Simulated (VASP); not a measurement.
SnO2:

```xyz
3
Lattice="0.0000 2.5741 2.5741 2.5741 0.0000 2.5741 2.5741 2.5741 0.0000" Properties=species:S:1:pos:R:3 pbc="T T T"
Sn    0.0000    0.0000    0.0000
O     3.8612    3.8612    3.8612
O     1.2871    1.2871    1.2871
```

| Property | Result |
| --- | --- |
| Program | VASP 6.6.1 |
| Task | relaxation of cell and atoms |
| Functional | PBE |
| Dispersion | D4 |
| Potentials or basis | VASP PAW PBE potentials, release 64 (Sn_d, O) |
| Cutoff | 600 eV |
| k mesh | 9 × 9 × 9 |
| Occupations | fermi-dirac, width 0.05 eV |
| Spin | no spin polarisation |

At the start: pressure -3.8 GPa; volume 11.37 Å³/atom.

Task: How do energy, volume and symmetry change on relaxing?

Result: Over 3 steps the energy falls by 2.9 meV/atom and the volume is 11.14 Å³/atom (-2.1 %); space group Fm-3m (No. 225, to 0.1 Å) before and after.

Step by step:
```
step  energy change (eV)  largest force (eV/Å)  pressure (GPa)  volume (Å³)
   1              0.0000                0.0000           -3.85        34.11
   2             -0.0012                0.0000            3.87        32.78
   3             -0.0087                0.0000           -0.02        33.41
```

Final structure:
```
Sn O
1.0
     0.00000    2.55636    2.55636
     2.55636    0.00000    2.55636
     2.55636    2.55636    0.00000
Sn O
1 2
Direct
  0.00000 0.00000 0.00000
  0.75000 0.75000 0.75000
  0.25000 0.25000 0.25000
```
